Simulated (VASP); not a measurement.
# Re in VASP: single point with BLYP

Aim: the single point of Re with BLYP.

All numbers are computed with VASP 6.6.1; they aren't measurements. Logs are shortened: lines on timing, memory, paths and dates and some standing lists are left out, and cuts for length are marked.

## Step 1: The cell of the first run

The typed cell holds 2 atoms: a = 2.851 Å, b = 2.851 Å, c = 5.403 Å, α = 105.32°, β = 105.32°, γ = 119.98°.

## Step 2: Single point, BLYP (16.15 Å³/atom)

File INCAR:

```
AGGAC = 1.0
AGGAX = 1.0
ALDAC = 0.0
ALDAX = 1.0
ALGO = Normal
EDIFF = 1E-6
ENCUT = 560
GGA = B5
GGA_COMPAT = False
ISIF = 2
ISMEAR = -1
LASPH = True
LCHARG = True
LELF = True
LREAL = False
LVHAR = True
LWAVE = False
NBANDS = 22
NELM = 120
PREC = Accurate
SIGMA = 0.1
```

File KPOINTS:

```
k-points
0
Gamma
  16 16 8
```

File POSCAR:

```
Re
1.0
   -1.9171122288      1.5746027184      1.4053297267
    1.5746027184     -1.9171122288      1.4053297267
    3.5397610540      3.5397610540     -2.0326365224
Re
2
Direct
    0.9582632107      0.0417367893      1.0000000000
    0.7917367893      0.2082632107      0.5000000000
```

Potentials or basis: VASP PAW PBE potentials, release 64 (Re_sv_GW).

The run is started by

```bash
> cat potpaw_PBE.64/Re_sv_GW/POTCAR > POTCAR
> mpirun -np 1 vasp_std > vasp.out
```

OUTCAR:

```text
EDIFF = 1E-6
   ENCUT = 560
   GGA = B5
   ISIF = 2
   ISMEAR = -1
   LASPH = True
   LREAL = False
   NELM = 120
   PREC = Accurate

 ion  position               nearest neighbor table
   1  0.958  0.042  0.000-   2 2.82   2 2.82   2 2.82   2 2.82   2 2.82   2 2.82
   2  0.792  0.208  0.500-   1 2.82   1 2.82   1 2.82   1 2.82   1 2.82   1 2.82

  Warning from LATTYP: Got some problem with cell dimensions!
  Tried to take original basis but could not verify dimensions!
  LATTYP: Found a base centered monoclinic cell.
 ALAT       =     2.8520925813
 B/A-ratio  =     1.7313710875
 C/A-ratio  =     1.6086591197
 COS(beta)  =    -0.0002614045

  Lattice vectors:

 A1 = (  -1.9171122288,   1.5746027184,   1.4053297267)
 A2 = (   1.5746027184,  -1.9171122288,   1.4053297267)
 A3 = (   3.1972515436,   3.1972515436,   0.7780229310)

Analysis of symmetry for initial positions (statically):
=====================================================================
 Subroutine PRICEL returns:
 Original cell was already a primitive cell.

 Routine SETGRP: Setting up the symmetry group for a
 base centered monoclinic supercell.

 Subroutine GETGRP returns: Found  4 space group operations
 (whereof  2 operations were pure point group operations)
 out of a pool of  4 trial point group operations.

The static configuration has the point symmetry C_2 .
 The point group associated with its full space group is C_2h.

Analysis of symmetry for dynamics (positions and initial velocities):
=====================================================================
 Subroutine PRICEL returns:
 Original cell was already a primitive cell.

 Routine SETGRP: Setting up the symmetry group for a
 base centered monoclinic supercell.

 Subroutine GETGRP returns: Found  4 space group operations
 (whereof  2 operations were pure point group operations)
 out of a pool of  4 trial point group operations.

The dynamic configuration has the point symmetry C_2 .
 The point group associated with its full space group is C_2h.

 Subroutine INISYM returns: Found  4 space group operations
 (whereof  2 operations are pure point group operations),
 and found     1 'primitive' translations

----------------------------------------------------------------------------------------

                                     Primitive cell

  volume of cell :      32.3084

  direct lattice vectors                    reciprocal lattice vectors
    -1.917112229  1.574602718  1.405329727    -0.033357893  0.253034329  0.382558359
     1.574602718 -1.917112229  1.405329727     0.253034329 -0.033357893  0.382558359
     3.539761054  3.539761054 -2.032636522     0.151880487  0.151880487  0.037016588

  length of vectors
     2.851253173  2.851253173  5.402909204     0.459880439  0.459880439  0.217957777

  position of ions in fractional coordinates (direct lattice)
     0.958263211  0.041736789  0.000000000
     0.791736789  0.208263211  0.500000000

  ion indices of the primitive-cell ions
   primitive index   ion index
                 1           1
                 2           2

----------------------------------------------------------------------------------------

 KPOINTS: k-points

Automatic generation of k-mesh.
 Grid dimensions read from file:
 generate k-points for:   16   16    8

 Generating k-lattice:

  Cartesian coordinates                     Fractional coordinates (reciprocal lattice)
    -0.002084868  0.015814646  0.023909897     0.062500000  0.000000000 -0.000000000
     0.015814646 -0.002084868  0.023909897     0.000000000  0.062500000 -0.000000000
     0.018985061  0.018985061  0.004627073     0.000000000  0.000000000  0.125000000

  Length of vectors
     0.028742527  0.028742527  0.027244722

  Shift w.r.t. Gamma in fractional coordinates (k-lattice)
     0.000000000  0.000000000  0.000000000

 Subroutine IBZKPT returns following result:
 ===========================================

 Found    554 irreducible k-points:

 Following reciprocal coordinates:
            Coordinates               Weight
  0.000000  0.000000  0.000000      1.000000
  0.062500  0.000000  0.000000      4.000000
  0.125000  0.000000  0.000000      4.000000
  0.187500 -0.000000  0.000000      4.000000
  0.250000  0.000000  0.000000      4.000000
  0.312500  0.000000  0.000000      4.000000
[... 16 lines left out ...]
 -0.125000  0.062500 -0.000000      4.000000
 -0.062500  0.062500  0.000000      2.000000
 [... further k-points ...]
   k-points           NKPTS =    554   k-points in BZ     NKDIM =    554   number of bands    NBANDS=     22
   number of dos      NEDOS =    301   number of ions     NIONS =      2
   total plane-waves  NPLWV =  24192
   dimension x,y,z NGX =    24 NGY =   24 NGZ =   42
   dimension x,y,z NGXF=    48 NGYF=   48 NGZF=   84
   ions per type =               2
   NGX,Y,Z   is equivalent  to a cutoff of  13.99, 13.99, 12.92 a.u.
   NGXF,Y,Z  is equivalent  to a cutoff of  27.99, 27.99, 25.85 a.u.
 SYSTEM =  unknown system
   PREC   = accura    normal or accurate (medium, high low for compatibility)
   ISTART =      0    job   : 0-new  1-cont  2-samecut
   ICHARG =      2    charge: 1-file 2-atom 10-const
   ISPIN  =      1    spin polarized calculation?
   LNONCOLLINEAR =      F non collinear calculations
   LSORBIT =      F    spin-orbit coupling
   LASPH  =      T    aspherical Exc in radial PAW
   ENCUT  =  560.0 eV  41.16 Ry    6.42 a.u.   5.50  5.50 10.43*2*pi/ulx,y,z
   NELM   =    120;   NELMIN=  2; NELMDL= -5     # of ELM steps
   EDIFF  = 0.1E-05   stopping-criterion for ELM
   LREAL  =      F    real-space projection
   EDIFFG = 0.1E-04   stopping-criterion for IOM
   NSW    =      0    number of steps for IOM
   IBRION =     -1    ionic relax: 0-MD 1-quasi-New 2-CG
   NFREE  =      0    steps in history (QN), initial steepest desc. (CG)
   ISIF   =      2    stress and relaxation
   ISYM   =      2    0-nonsym 1-usesym 2-fastsym
   POTIM  = 0.5000    time-step for ionic-motion
   TEBEG  =    0.0;   TEEND  =   0.0 temperature during run
   PSTRESS=    0.0 pullay stress
   NELECT =      30.0000    total number of electrons
   NUPDOWN=      -1.0000    fix difference up-down
   EMIN   =  10.00;   EMAX   =-10.00  energy-range for DOS
   EFERMI =   0.00;   METHOD = LEGACY
   ISMEAR =    -1;   SIGMA  =   0.10  broadening in eV -4-tet -1-fermi 0-gaus
   EFERMI_NEDOS =   21; number of points for ismear=-14 and -15
   IALGO  =     38    algorithm
   IMIX   =      4    mixing-type and parameters
     AMIX     =   0.40;   BMIX     =  1.00
     AMIX_MAG =   1.60;   BMIX_MAG =  1.00
  volume/ion in A,a.u.               =      16.15       109.01
  Fermi-wavevector in a.u.,A,eV,Ry     =   1.597142  3.018161 34.706599  2.550863
  Thomas-Fermi vector in A             =   2.694795
   LORBIT       =      0    0 simple, 1 ext, 2 COOP (PROOUT), +10 PAW based schemes
   GGA     = B5    functional components
   LHFCALC =     F    Hartree Fock is set to
   AEXX    =    0.0000 exact exchange contribution
   IVDW    =     0    specifies the selected vdW correction
   LEPSILON=     F    determine dielectric tensor
   LRPA    =     F    only Hartree local field effects (RPA)
 non-spin polarized calculation
  energy-cutoff  :      560.00
  volume of cell :       32.31
 maximum number of plane-waves:       996
 NGX is ok and might be reduce to    24
   NGX = 11   NGY = 11   NGZ = 21

 number of electron      30.0000001 magnetization

 Free energy of the ion-electron system (eV)
  ---------------------------------------------------
  ext. energy  EPLUGINS =         0.00000000
  ---------------------------------------------------
  free energy    TOTEN  =       -24.85301840 eV

  energy without entropy =      -24.79090961  energy(sigma->0) =      -24.82196401

 E-fermi :  12.0951     XC(G=0): -13.0022

 val. band max:       12.0898675410   @ k =  -0.1875   0.0000   0.3750
 cond. band min:      12.0973793872   @ k =  -0.2500   0.3750   0.3750
 fundamental gap:      0.0075118462
 Fermi energy:        12.0950505213

 k-point     1 :       0.0000    0.0000    0.0000
  band No.  band energies     occupation
      1     -67.4213      2.00000
      2     -67.3375      2.00000
      3     -29.9275      2.00000
      4     -29.1619      2.00000
      5     -29.1605      2.00000
      6     -29.0282      2.00000
[... 14 lines left out ...]
     21      20.9125      0.00000
     22      25.7537      0.00000

 k-point     2 :       0.0625    0.0000    0.0000
  band No.  band energies     occupation
      1     -67.4179      2.00000
      2     -67.3372      2.00000
      3     -29.9080      2.00000
      4     -29.1853      2.00000
      5     -29.1677      2.00000
      6     -29.0577      2.00000
[... 14 lines left out ...]
     21      21.1119      0.00000
     22      25.9359      0.00000

 k-point     3 :       0.1250    0.0000    0.0000
  band No.  band energies     occupation
      1     -67.4084      2.00000
      2     -67.3363      2.00000
      3     -29.8551      2.00000
      4     -29.2515      2.00000
      5     -29.1867      2.00000
      6     -29.1491      2.00000
[... 14 lines left out ...]
     21      21.6887      0.00000
     22      26.5045      0.00000

 k-point     4 :       0.1875   -0.0000    0.0000
  band No.  band energies     occupation
      1     -67.3941      2.00000
      2     -67.3348      2.00000
      3     -29.7839      2.00000
      4     -29.3427      2.00000
      5     -29.2828      2.00000
      6     -29.2121      2.00000
[... 14 lines left out ...]
     21      22.4825      0.00000
     22      27.2046      0.00000

 k-point     5 :       0.2500    0.0000    0.0000
  band No.  band energies     occupation
      1     -67.3771      2.00000
      2     -67.3331      2.00000
      3     -29.7320      2.00000
      4     -29.4587      2.00000
      5     -29.3943      2.00000
      6     -29.2380      2.00000
[... 14 lines left out ...]
     21      23.0376      0.00000
     22      26.8925      0.00000

 k-point     6 :       0.3125    0.0000    0.0000
  band No.  band energies     occupation
      1     -67.3602      2.00000
      2     -67.3314      2.00000
      3     -29.7520      2.00000
      4     -29.6087      2.00000
      5     -29.3932      2.00000
      6     -29.2583      2.00000
[... 14 lines left out ...]
     21      22.9351      0.00000
     22      26.2771      0.00000

 k-point     7 :       0.3750   -0.0000    0.0000
  band No.  band energies     occupation
      1     -67.3457      2.00000
      2     -67.3301      2.00000
      3     -29.8162      2.00000
      4     -29.7392      2.00000
      5     -29.3361      2.00000
      6     -29.2688      2.00000
[... 324 lines left out ...]
      6     -29.2671      2.00000
[... 14 lines left out ...]
     21      22.8437      0.00000
     22      26.3501      0.00000

 k-point    21 :      -0.2500    0.0625   -0.0000
  band No.  band energies     occupation
      1     -67.3863      2.00000
      2     -67.3314      2.00000
      3     -29.7604      2.00000
      4     -29.4019      2.00000
      5     -29.3579      2.00000
      6     -29.2339      2.00000
[... 14 lines left out ...]
     21      22.4691      0.00000
     22      27.0585      0.00000

 k-point    22 :      -0.1875    0.0625   -0.0000
  band No.  band energies     occupation
      1     -67.4016      2.00000
      2     -67.3333      2.00000
      3     -29.8281      2.00000
      4     -29.3072      2.00000
      5     -29.2440      2.00000
      6     -29.1833      2.00000
[... 14 lines left out ...]
     21      21.6795      0.00000
     22      27.1471      0.00000

 k-point    23 :      -0.1250    0.0625   -0.0000
  band No.  band energies     occupation
      1     -67.4130      2.00000
      2     -67.3350      2.00000
      3     -29.8872      2.00000
      4     -29.2302      2.00000
      5     -29.1895      2.00000
      6     -29.1040      2.00000
[... 14 lines left out ...]
     21      21.0857      0.00000
     22      26.4985      0.00000

 k-point    24 :      -0.0625    0.0625    0.0000
  band No.  band energies     occupation
      1     -67.4187      2.00000
      2     -67.3364      2.00000
      3     -29.9163      2.00000
      4     -29.1856      2.00000
      5     -29.1702      2.00000
      6     -29.0530      2.00000
[... 14 lines left out ...]
     21      20.8986      0.00000
     22      26.0613      0.00000

 [... further k-points ...]

------------------------ aborting loop because EDIFF is reached ----------------------------------------

  FORCE on cell =-STRESS in cart. coord.  units (eV):
  Direction    XX          YY          ZZ          XY          YZ          ZX
  --------------------------------------------------------------------------------------
  -------------------------------------------------------------------------------------
  Total       -2.3500530     -2.3500530     -2.3335251     -0.0704340     -0.0060705     -0.0060705
  in kB     -116.5395127   -116.5395127   -115.7198930     -3.4928351     -0.3010393     -0.3010364
  external PRESSURE =    -116.2663061 kB  Pullay stress =       0.0000000 kB

 VOLUME and BASIS-vectors are now :
 -----------------------------------------------------------------------------
  energy-cutoff  :      560.00
  volume of cell :       32.31
      direct lattice vectors                 reciprocal lattice vectors
    -1.917112229  1.574602718  1.405329727    -0.033357893  0.253034329  0.382558359
     1.574602718 -1.917112229  1.405329727     0.253034329 -0.033357893  0.382558359
     3.539761054  3.539761054 -2.032636522     0.151880487  0.151880487  0.037016588

 POSITION                                       TOTAL-FORCE (eV/Angst)
 -----------------------------------------------------------------------------------
     -1.77138      1.42887      1.40533        -0.001946      0.001946      0.000000
      0.57996      2.61729      0.38901         0.001946     -0.001946     -0.000000
 -----------------------------------------------------------------------------------
    total drift:                               -0.000000     -0.000000      0.000000

  FREE ENERGIE OF THE ION-ELECTRON SYSTEM (eV)
  ---------------------------------------------------
  free  energy   TOTEN  =       -24.8530183991 eV

  energy  without entropy=      -24.7909096111  energy(sigma->0) =      -24.82196401
```

It took 9.3 min on 1 thread of AMD EPYC 7R43 (Zen 3), shared host; peak memory 0.44 GiB.

What came out:

```
Free energy            : -24.8530 eV
Pressure               : -11.6 GPa
Band gap on the k mesh : zero (bands 15 and 16 overlap by 2.85 eV)
```

Forces on the atoms (eV/Å):
```
Re  -0.002  0.002  0.000
Re   0.002 -0.002  0.000
```

Stress tensor (GPa, compression positive):
```
-11.65  -0.35  -0.03
 -0.35 -11.65  -0.03
 -0.03  -0.03 -11.57
```

Caveat: the cell stands under tension; the PAW data sets were made with another functional, which shifts forces and pressure a little; spin-orbit coupling is left out, which moves the levels of the heavy elements.
